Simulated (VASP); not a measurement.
Wanted: the native input for a VASP 6.6.1 run.

- Task: single point
- Functional: PBEsol
- Potentials or basis: VASP PAW PBE potentials, release 64 (Ge_d)
- Cutoff: 520 eV
- k mesh: 20 × 20 × 18
- Occupations: gaussian, width 0.15 eV
- Spin: no spin polarisation
- Dipole correction: no
- Further INCAR settings: ALGO = Normal; EDIFF = 1e-06; NBANDS = 13

The structure of Ge lies in POSCAR:

```
Ge
1.0
    1.4704993225     -2.6005160000      0.0000000000
    1.4704993225      2.6005160000      0.0000000000
    0.0000000000      0.0000000000      2.6982310000
Ge
1
Direct
    0.5000000000      0.5000000000      0.0000000000
```

This cell differs from its parent crystal: strain +0.0525 x Voigt [1, 0, 0, 0, 0, 0].

One way to write it, as run:

INCAR

```
  PREC = Accurate
  ENCUT = 520
  EDIFF = 1E-6
  ISMEAR = 0
  SIGMA = 0.15
  LREAL = F
  LASPH = T
  NELM = 100
  ALGO = Normal
  ISIF = 2
  LWAVE = F
  LCHARG = T
  GGA = PS
  LELF = T
  LVHAR = T
  NBANDS = 13
```

KPOINTS

```
Automatic mesh
0
Gamma
  20 20 18
```

Potentials or basis: VASP PAW PBE potentials, release 64 (Ge_d).

Run with:

```sh
$ cat potpaw_PBE.64/Ge_d/POTCAR > POTCAR
$ mpirun -np 1 vasp_std > vasp.out
```

It gave:

```yaml
Pressure: -6.9 GPa
Band_gap_on_the_k_mesh: zero (bands 7 and 8 overlap by 9.67 eV)
```

Caveat: the cell differs from its parent crystal (strain +0.0525 x Voigt [1, 0, 0, 0, 0, 0]); the cell stands under tension; the PAW data sets were made with another functional, which shifts forces and pressure a little.

Wall time 110 s on 1 thread of AMD EPYC 9R45 96-Core Processor (Zen 5), on a shared host, peak memory 0.34 GiB.
